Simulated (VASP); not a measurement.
# Rb3Sr (Fm-3m) in VASP: notebook, part 2 of 2

VASP 6.6.1. The steps go on from the part before.

## (3) Relaxation of volume and atoms at fixed shape, PBE

INCAR

```
SYSTEM = Rb3Sr
PREC = Accurate
ENCUT = 500
EDIFF = 1E-7
ISMEAR = -1
SIGMA = 0.1
LREAL = .FALSE.
LASPH = .TRUE.
NELM = 120
ALGO = Normal
ISIF = 8
LWAVE = .FALSE.
LCHARG = .FALSE.
GGA = PE
IBRION = 2
NSW = 60
EDIFFG = -0.03
GGA_COMPAT = .FALSE.
NELMIN = 4
```

KPOINTS

```
Automatic mesh
0
G
  4 4 4
  0 0 0
```

POSCAR

```
Rb3Sr
1.0
    0.0000000000      5.4402880000      5.4402880000
    5.4402880000      0.0000000000      5.4402880000
    5.4402880000      5.4402880000      0.0000000000
Rb Sr
3 1
Direct
    0.2500000000      0.2500000000      0.2500000000
    0.7500000000      0.7500000000      0.7500000000
    0.5000000000      0.5000000000      0.5000000000
    0.0000000000      0.0000000000      0.0000000000
```

Potentials or basis: VASP PAW PBE potentials, release 64 (Rb_sv, Sr_sv).

Started as:

```console
$ cat potpaw_PBE.64/Rb_sv/POTCAR potpaw_PBE.64/Sr_sv/POTCAR > POTCAR
$ mpirun -np 1 vasp_std > vasp.out
```

OUTCAR:

```text
SYSTEM = Rb3Sr
   PREC = Accurate
   ENCUT = 500
   EDIFF = 1E-7
   ISMEAR = -1
   LREAL = .FALSE.
   LASPH = .TRUE.
   NELM = 120
   ISIF = 8
   GGA = PE
   IBRION = 2
   NSW = 60
   EDIFFG = -0.03
   NELMIN = 4

 ion  position               nearest neighbor table
   1  0.250  0.250  0.250-   3 4.71   4 4.71   4 4.71   4 4.71   4 4.71   3 4.71   3 4.71   3 4.71
                             2 5.44   2 5.44   2 5.44   2 5.44   2 5.44   2 5.44
   2  0.750  0.750  0.750-   3 4.71   4 4.71   3 4.71   3 4.71   3 4.71   4 4.71   4 4.71   4 4.71
                             1 5.44   1 5.44   1 5.44   1 5.44   1 5.44   1 5.44
   3  0.500  0.500  0.500-   1 4.71   2 4.71   1 4.71   1 4.71   1 4.71   2 4.71   2 4.71   2 4.71
                             4 5.44   4 5.44   4 5.44   4 5.44   4 5.44   4 5.44
   4  0.000  0.000  0.000-   1 4.71   2 4.71   2 4.71   2 4.71   2 4.71   1 4.71   1 4.71   1 4.71
                             3 5.44   3 5.44   3 5.44   3 5.44   3 5.44   3 5.44

  LATTYP: Found a face centered cubic cell.
 ALAT       =    10.8805760000

  Lattice vectors:

 A1 = (   0.0000000000,   5.4402880000,   5.4402880000)
 A2 = (   5.4402880000,   0.0000000000,   5.4402880000)
 A3 = (   5.4402880000,   5.4402880000,   0.0000000000)

Analysis of symmetry for initial positions (statically):
=====================================================================
 Subroutine PRICEL returns:
 Original cell was already a primitive cell.

 Routine SETGRP: Setting up the symmetry group for a
 face centered cubic supercell.

 Subroutine GETGRP returns: Found 48 space group operations
 (whereof 48 operations were pure point group operations)
 out of a pool of 48 trial point group operations.

The static configuration has the point symmetry O_h .

Analysis of symmetry for dynamics (positions and initial velocities):
=====================================================================
 Subroutine PRICEL returns:
 Original cell was already a primitive cell.

 Routine SETGRP: Setting up the symmetry group for a
 face centered cubic supercell.

 Subroutine GETGRP returns: Found 48 space group operations
 (whereof 48 operations were pure point group operations)
 out of a pool of 48 trial point group operations.

The dynamic configuration has the point symmetry O_h .

 Subroutine INISYM returns: Found 48 space group operations
 (whereof 48 operations are pure point group operations),
 and found     1 'primitive' translations

----------------------------------------------------------------------------------------

                                     Primitive cell

  volume of cell :     322.0295

  direct lattice vectors                    reciprocal lattice vectors
     0.000000000  5.440288000  5.440288000    -0.091906899  0.091906899  0.091906899
     5.440288000  0.000000000  5.440288000     0.091906899 -0.091906899  0.091906899
     5.440288000  5.440288000  0.000000000     0.091906899  0.091906899 -0.091906899

  length of vectors
     7.693729073  7.693729073  7.693729073     0.159187419  0.159187419  0.159187419

  position of ions in fractional coordinates (direct lattice)
     0.250000000  0.250000000  0.250000000
     0.750000000  0.750000000  0.750000000
     0.500000000  0.500000000  0.500000000
     0.000000000  0.000000000  0.000000000

  ion indices of the primitive-cell ions
   primitive index   ion index
[... 30 lines left out ...]

 Following reciprocal coordinates:
            Coordinates               Weight
  0.000000  0.000000  0.000000      1.000000
  0.250000  0.000000  0.000000      8.000000
  0.500000  0.000000  0.000000      4.000000
  0.250000  0.250000  0.000000      6.000000
  0.500000  0.250000  0.000000     24.000000
 -0.250000  0.250000  0.000000     12.000000
  0.500000  0.500000  0.000000      3.000000
 -0.250000  0.500000  0.250000      6.000000
   k-points           NKPTS =      8   k-points in BZ     NKDIM =      8   number of bands    NBANDS=     22
   number of dos      NEDOS =    301   number of ions     NIONS =      4
   total plane-waves  NPLWV = 175616
   dimension x,y,z NGX =    56 NGY =   56 NGZ =   56
   dimension x,y,z NGXF=   112 NGYF=  112 NGZF=  112
   ions per type =               3   1
   NGX,Y,Z   is equivalent  to a cutoff of  12.10, 12.10, 12.10 a.u.
   NGXF,Y,Z  is equivalent  to a cutoff of  24.20, 24.20, 24.20 a.u.
 SYSTEM =  Rb3Sr
   PREC   = accura    normal or accurate (medium, high low for compatibility)
   ISTART =      0    job   : 0-new  1-cont  2-samecut
   ICHARG =      2    charge: 1-file 2-atom 10-const
   ISPIN  =      1    spin polarized calculation?
   LNONCOLLINEAR =      F non collinear calculations
   LSORBIT =      F    spin-orbit coupling
   LASPH  =      T    aspherical Exc in radial PAW
   ENCUT  =  500.0 eV  36.75 Ry    6.06 a.u.  14.03 14.03 14.03*2*pi/ulx,y,z
   NELM   =    120;   NELMIN=  4; NELMDL= -5     # of ELM steps
   EDIFF  = 0.1E-06   stopping-criterion for ELM
   LREAL  =      F    real-space projection
   EDIFFG = -.3E-01   stopping-criterion for IOM
   NSW    =     60    number of steps for IOM
   IBRION =      2    ionic relax: 0-MD 1-quasi-New 2-CG
   NFREE  =      1    steps in history (QN), initial steepest desc. (CG)
   ISIF   =      8    stress and relaxation
   ISYM   =      2    0-nonsym 1-usesym 2-fastsym
   POTIM  = 0.5000    time-step for ionic-motion
   TEBEG  =    0.0;   TEEND  =   0.0 temperature during run
   PSTRESS=    0.0 pullay stress
   NELECT =      37.0000    total number of electrons
   NUPDOWN=      -1.0000    fix difference up-down
   EMIN   =  10.00;   EMAX   =-10.00  energy-range for DOS
   EFERMI =   0.00;   METHOD = LEGACY
   ISMEAR =    -1;   SIGMA  =   0.10  broadening in eV -4-tet -1-fermi 0-gaus
   EFERMI_NEDOS =   21; number of points for ismear=-14 and -15
   IALGO  =     38    algorithm
   IMIX   =      4    mixing-type and parameters
     AMIX     =   0.40;   BMIX     =  1.00
     AMIX_MAG =   1.60;   BMIX_MAG =  1.00
  volume/ion in A,a.u.               =      80.51       543.29
  Fermi-wavevector in a.u.,A,eV,Ry     =   0.795873  1.503981  8.618108  0.633413
  Thomas-Fermi vector in A             =   1.902285
   LORBIT       =      0    0 simple, 1 ext, 2 COOP (PROOUT), +10 PAW based schemes
   GGA     = PE    functional components
   LHFCALC =     F    Hartree Fock is set to
   AEXX    =    0.0000 exact exchange contribution
   IVDW    =     0    specifies the selected vdW correction
   LEPSILON=     F    determine dielectric tensor
   LRPA    =     F    only Hartree local field effects (RPA)
 conjugate gradient relaxation of ions
 non-spin polarized calculation
  energy-cutoff  :      500.00
  volume of cell :      322.03
 maximum number of plane-waves:      8210
   NGX = 29   NGY = 29   NGZ = 29

 number of electron      37.0000001 magnetization

 Free energy of the ion-electron system (eV)
  ---------------------------------------------------
  ext. energy  EPLUGINS =         0.00000000
  ---------------------------------------------------
  free energy    TOTEN  =        -4.01292923 eV

  energy without entropy =       -3.87732236  energy(sigma->0) =       -3.94512579

 E-fermi :   0.2507     XC(G=0):  -5.9045

 val. band max:        0.2027500780   @ k =   0.2500   0.0000   0.0000
 cond. band min:       0.3274459656   @ k =   0.5000   0.5000   0.0000
 fundamental gap:      0.1246958876
 Fermi energy:         0.2507072441

 k-point     1 :       0.0000    0.0000    0.0000
  band No.  band energies     occupation
      1     -37.4837      2.00000
      2     -28.4398      2.00000
      3     -28.2919      2.00000
      4     -28.2908      2.00000
      5     -19.4176      2.00000
      6     -19.4176      2.00000
[... 189 lines left out ...]
     21       1.3850      0.00002
     22       1.3939      0.00002

------------------------ aborting loop because EDIFF is reached ----------------------------------------

  FORCE on cell =-STRESS in cart. coord.  units (eV):
  Direction    XX          YY          ZZ          XY          YZ          ZX
  --------------------------------------------------------------------------------------
  -------------------------------------------------------------------------------------
  Total       -0.0331550     -0.0331550     -0.0331550      0.0000000      0.0000000     -0.0000000
  in kB       -0.1649546     -0.1649546     -0.1649546      0.0000000      0.0000000     -0.0000000
  external PRESSURE =      -0.1649546 kB  Pullay stress =       0.0000000 kB

 VOLUME and BASIS-vectors are now :
 -----------------------------------------------------------------------------
  energy-cutoff  :      500.00
  volume of cell :      322.03
      direct lattice vectors                 reciprocal lattice vectors
     0.000000000  5.440288000  5.440288000    -0.091906899  0.091906899  0.091906899
     5.440288000  0.000000000  5.440288000     0.091906899 -0.091906899  0.091906899
     5.440288000  5.440288000  0.000000000     0.091906899  0.091906899 -0.091906899

 POSITION                                       TOTAL-FORCE (eV/Angst)
 -----------------------------------------------------------------------------------
      2.72014      2.72014      2.72014         0.000000      0.000000      0.000000
      8.16043      8.16043      8.16043        -0.000000     -0.000000     -0.000000
      5.44029      5.44029      5.44029         0.000000     -0.000000     -0.000000
      0.00000      0.00000      0.00000         0.000000     -0.000000     -0.000000
 -----------------------------------------------------------------------------------
    total drift:                                0.000000      0.000000      0.000000

  FREE ENERGIE OF THE ION-ELECTRON SYSTEM (eV)
  ---------------------------------------------------
  free  energy   TOTEN  =        -4.0129292252 eV

  energy  without entropy=       -3.8773223610  energy(sigma->0) =       -3.94512579

 reached required accuracy - stopping structural energy minimisation
```

OSZICAR:

```text
N       E                     dE             d eps       ncg     rms          rms(c)
DAV:   1     0.290787692808E+03    0.29079E+03   -0.14296E+04   352   0.127E+03
DAV:   2     0.282758126597E+02   -0.26251E+03   -0.26004E+03   508   0.280E+02
DAV:   3    -0.284426364100E+01   -0.31120E+02   -0.30943E+02   552   0.859E+01
DAV:   4    -0.394688880906E+01   -0.11026E+01   -0.10998E+01   426   0.168E+01
DAV:   5    -0.400052304169E+01   -0.53634E-01   -0.53626E-01   556   0.312E+00    0.869E+00
DAV:   6    -0.400678281192E+01   -0.62598E-02   -0.17952E-02   438   0.948E-01    0.496E+00
DAV:   7    -0.401212037408E+01   -0.53376E-02   -0.20859E-02   436   0.986E-01    0.243E-01
DAV:   8    -0.401283195443E+01   -0.71158E-03   -0.27542E-03   500   0.267E-01    0.681E-02
DAV:   9    -0.401288173920E+01   -0.49785E-04   -0.12790E-04   500   0.420E-02    0.512E-02
DAV:  10    -0.401292928597E+01   -0.47547E-04   -0.73815E-05   494   0.557E-02    0.362E-02
DAV:  11    -0.401292981837E+01   -0.53240E-06   -0.58820E-06   442   0.111E-02    0.165E-02
DAV:  12    -0.401292906800E+01    0.75037E-06   -0.28319E-06   436   0.746E-03    0.186E-03
DAV:  13    -0.401292882064E+01    0.24736E-06   -0.12492E-06   314   0.307E-03    0.305E-03
DAV:  14    -0.401292903629E+01   -0.21566E-06   -0.74926E-07   290   0.146E-03    0.103E-03
DAV:  15    -0.401292917719E+01   -0.14090E-06   -0.76896E-07   284   0.783E-04    0.177E-04
DAV:  16    -0.401292922519E+01   -0.47994E-07   -0.60219E-07   272   0.362E-04
   1 F= -.40129292E+01 E0= -.39451258E+01  d E =-.401293E+01
```

CONTCAR:

```text
Rb3Sr
   1.00000000000000
     0.0000000000000000    5.4402879999999998    5.4402879999999998
     5.4402879999999998    0.0000000000000000    5.4402879999999998
     5.4402879999999998    5.4402879999999998    0.0000000000000000
  Rb              Sr
     3     1
Direct
     0.2500000000000000    0.2500000000000000    0.2500000000000000
     0.7500000000000000    0.7500000000000000    0.7500000000000000
     0.5000000000000000    0.5000000000000000    0.5000000000000000
     0.0000000000000000    0.0000000000000000    0.0000000000000000

  0.00000000E+00  0.00000000E+00  0.00000000E+00
  0.00000000E+00  0.00000000E+00  0.00000000E+00
  0.00000000E+00  0.00000000E+00  0.00000000E+00
  0.00000000E+00  0.00000000E+00  0.00000000E+00
```

Run time: 43 s. Hardware: 1 thread of Intel Xeon 6975P-C (Granite Rapids), shared host; peak memory 0.42 GiB.

What came out:

```yaml
Free_energy: -4.0129 eV
Pressure_after_relaxing: 0.0 GPa
```

Final structure:
```xyz
4
Lattice="0.0000 5.4403 5.4403 5.4403 0.0000 5.4403 5.4403 5.4403 0.0000" Properties=species:S:1:pos:R:3 pbc="T T T"
Rb    2.7201    2.7201    2.7201
Rb    8.1604    8.1604    8.1604
Rb    5.4403    5.4403    5.4403
Sr    0.0000    0.0000    0.0000
```

Caveat: the relaxation stopped at its first step, so nothing moved.
